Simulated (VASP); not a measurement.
# WSe2: single point with PBE

WSe2:

```
CELL_PARAMETERS angstrom
0.00000 3.40996 5.60743
3.39201 0.00000 5.60743
3.39201 3.40996 0.00000
ATOMIC_POSITIONS crystal
W 0.87077 0.87077 0.12923
W 0.12923 0.12923 0.87077
Se 0.75000 0.75000 0.75000
Se 0.25000 0.25000 0.25000
Se 0.72010 0.27990 0.27990
Se 0.27990 0.72010 0.72010
```

The cell was built from a structure type or drawn by symmetry, and may not be a known phase.

```
Program                : VASP 6.6.1
Task                   : single point
Functional             : PBE
Potentials or basis    : VASP PAW PBE potentials, release 64 (W_sv, Se)
Cutoff                 : 520 eV
k mesh                 : 8 × 8 × 8
Occupations            : gaussian, width 0.1 eV
Spin                   : no spin polarisation
Dipole correction      : no
Further INCAR settings : ALGO = Normal; EDIFF = 1e-06; NBANDS = 35
```

The pressure is 0.2 GPa. The largest force is 0.056 eV/Å and the band gap on the k mesh is zero (bands 26 and 27 overlap by 0.65 eV).

Forces on the atoms (eV/Å):
```
W    0.000  0.000 -0.039
W    0.000  0.000  0.039
Se   0.000  0.000  0.000
Se   0.000  0.000  0.000
Se   0.056  0.000  0.000
Se  -0.056  0.000  0.000
```

Stress tensor (GPa, compression positive):
```
0.36 0.00 0.00
0.00 0.09 0.00
0.00 0.00 0.18
```

Levels at points of the mesh, in eV from the Fermi level:
| k point | band 24 | band 25 | band 26 | band 27 | band 28 | band 29 |
| --- | --- | --- | --- | --- | --- | --- |
| (0.00, 0.00, 0.00) | -1.53 | -0.83 | -0.78 | 0.28 | 0.36 | 0.60 |
| (0.50, 0.00, 0.00) | -1.73 | -0.42 | -0.32 | -0.01 | 0.81 | 1.20 |
| (0.50, 0.50, 0.00) | -1.63 | -1.62 | -0.50 | -0.28 | 0.95 | 1.03 |
| (0.50, 0.00, 0.50) | -1.74 | -0.70 | -0.42 | 0.24 | 0.44 | 0.45 |
| (0.00, 0.50, 0.50) | -1.79 | -0.70 | 0.37 | 0.38 | 0.41 | 1.15 |

Run time: 4.1 min on 1 thread of Intel(R) Xeon(R) 6975P-C (Granite Rapids), on a shared host, peak memory 0.51 GiB.

Caveat: spin-orbit coupling is left out, which moves the levels of the heavy elements.
